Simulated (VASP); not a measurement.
Set up this calculation in VASP 6.6.1, as the native input.

* Task: single point
* Functional: r2SCAN
* Potentials or basis: VASP PAW PBE potentials, release 64 (Pd, H, La)
* Cutoff: 520 eV
* k mesh: 7 × 7 × 7
* Occupations: fermi-dirac, width 0.1 eV
* Spin: no spin polarisation
* Dipole correction: no
* Further INCAR settings: ALGO = Normal; EDIFF = 1e-07; NBANDS = 24

Crystal: LaH2Pd2.

```xyz
5
Lattice="0.0000 3.9466 0.0000 3.9466 0.0000 0.0000 1.9733 1.9733 -4.8082" Properties=species:S:1:pos:R:3 pbc="T T T"
Pd    1.9733    3.9466   -2.4041
Pd    3.9466    1.9733   -2.4041
H     1.9733    1.9733   -2.0891
H     3.9466    3.9466   -2.7191
La    0.0000    0.0000    0.0000
```

These files were run (other wordings do the same):

POSCAR

```
LaH2Pd2
1.0
    0.0000000000      3.9465936433     -0.0000002126
    3.9465936433      0.0000000000     -0.0000002126
    1.9732965627      1.9732965627     -4.8081564721
Pd H La
2 2 1
Direct
    0.7500000000      0.2500000000      0.5000000000
    0.2500000000      0.7500000000      0.5000000000
    0.2827566177      0.2827566177      0.4344867646
    0.7172433823      0.7172433823      0.5655132354
    0.0000000000      0.0000000000      0.0000000000
```

INCAR.step1

```
SYSTEM = LaH2Pd2
PREC = Accurate
ENCUT = 520
ISMEAR = -1
SIGMA = 0.1
LREAL = .False.
LASPH = .True.
NELM = 100
NBANDS = 24
GGA = PE
ALGO = Normal
EDIFF = 1E-4
LWAVE = .True.
LCHARG = .False.
```

INCAR.step2

```
SYSTEM = LaH2Pd2
PREC = Accurate
ENCUT = 520
EDIFF = 1E-7
ISMEAR = -1
SIGMA = 0.1
LREAL = .False.
LASPH = .True.
NELM = 100
ALGO = Normal
ISIF = 2
LWAVE = .False.
LCHARG = .True.
METAGGA = R2SCAN
LMIXTAU = .True.
LELF = .True.
LVHAR = .True.
NBANDS = 24
ISTART = 1
```

KPOINTS

```
regular mesh
0
Gamma
  7 7 7
  0 0 0
```

Potentials or basis: VASP PAW PBE potentials, release 64 (Pd, H, La).

The run is started by

```sh
$ cat potpaw_PBE.64/Pd/POTCAR potpaw_PBE.64/H/POTCAR potpaw_PBE.64/La/POTCAR > POTCAR
$ cp INCAR.step1 INCAR
$ mpirun -np 1 vasp_std > vasp.out
$ cp INCAR.step2 INCAR
$ mpirun -np 1 vasp_std > vasp.out
```

It gave:

```yaml
Pressure: 0.1 GPa
Band_gap_on_the_k_mesh: zero (an odd number of electrons rules out a gap without spin polarisation)
```

Caveat: the PAW data sets were made with another functional, which shifts forces and pressure a little; spin-orbit coupling is left out, which moves the levels of the heavy elements.

Wall time 6 min on 1 thread of AMD EPYC 7R13 Processor (Zen 3), on a shared host, peak memory 0.23 GiB.
